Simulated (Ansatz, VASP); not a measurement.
# Two plane-wave programs on SiC

```xyz
2
Lattice="0.0411 2.1899 2.1899 2.2309 0.0000 2.2309 2.1899 2.1899 0.0411" Properties=species:S:1:pos:R:3 pbc="T T T"
Si    0.0000    0.0000    0.0000
C     3.3464    3.2848    3.3464
```

Change from the starting cell: strain +0.0375 x Voigt [0, 0, 0, 0, 1, 0], atoms carried along.

Alike in both runs: task single point; functional PBE; k mesh 10 × 10 × 10; occupations gaussian, width 0.05 eV; no spin polarisation.

```csv
,VASP,Ansatz
version,VASP 6.6.1,Ansatz 0.2.0
potentials or method,"VASP PAW PBE potentials, release 64 (Si, C), cutoff 520 eV","scalar-relativistic, plane waves, PAW"
valence electrons in the cell,8,8
```

```csv
,VASP,Ansatz,Ansatz less VASP
gap on the k mesh at the Fermi level (eV),1.21,1.21,+0.004
least direct gap on the mesh (eV),4.18,4.19,+0.005
pressure (GPa),0.3,0.4,+0.05
"traceless stress, the component that is largest in VASP (GPa)",-9.91,-9.87,+0.040
rms of the force components (eV/Å),0.164,0.165,+0.0003
```

Atom by atom the forces differ by 0.000 eV/Å (rms over components). The functional is the same, so the differences come from potentials, cutoffs and numerics.
